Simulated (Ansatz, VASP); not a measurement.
## Two plane-wave programs on Tl

File INCAR:

```
  PREC = Accurate
  ENCUT = 520
  EDIFF = 1E-6
  ISMEAR = 0
  SIGMA = 0.1
  LREAL = F
  LASPH = T
  NELM = 60
  ALGO = Normal
  ISIF = 2
  LWAVE = F
  LCHARG = F
  GGA = PE
  NBANDS = 12
```

KPOINTS

```
regular mesh
0
Gamma
  14 14 14
```

File POSCAR:

```
Tl
1.0
   -1.9924947300      1.8178047300      1.9924947300
    1.9924947300     -1.8178047300      1.9924947300
    1.9924947300      1.8178047300     -1.9924947300
Tl
1
Direct
    0.0000000000      0.0000000000      0.0000000000
```

Input for Ansatz:

```yaml
crystal:
  lattice:
    - [-1.99249473, 1.81780473, 1.99249473]
    - [1.99249473, -1.81780473, 1.99249473]
    - [1.99249473, 1.81780473, -1.99249473]
  atoms:
    - { symbol: Tl, position: [0.0, 0.0, 0.0] }
basis:
  ecutwfc: 420
kpoints:
  mp_grid: { grid: [14, 14, 14] }
hamiltonian:
  xc: pbe
scf:
  occupations: { method: gaussian, width: 0.1 }
output:
  forces: true
  stress: true
  eigenvalues: true
```

Alike in both runs: task single point; functional PBE; k mesh 14 × 14 × 14; occupations gaussian, width 0.1 eV; no spin polarisation.

|  | VASP | Ansatz |
| --- | --- | --- |
| version | VASP 6.6.1 | Ansatz 0.2.0 |
| potentials or method | VASP PAW PBE potentials, release 64 (Tl_d), cutoff 520 eV | scalar-relativistic, plane waves, PAW |
| valence electrons in the cell | 13 | 13 |

VASP gave:

```
gap on the k mesh at the Fermi level (eV)                     : none
pressure (GPa)                                                : 2.7
traceless stress, the component that is largest in VASP (GPa) : 0.86
```

Question: What did Ansatz give for the same quantities?

Answer: gap on the k mesh at the Fermi level (eV): none; pressure (GPa): 2.8; traceless stress, the component that is largest in VASP (GPa): 0.86.

A gap of «none» marks a metal or a gap that the smearing closes.

Spin-orbit coupling is off throughout.
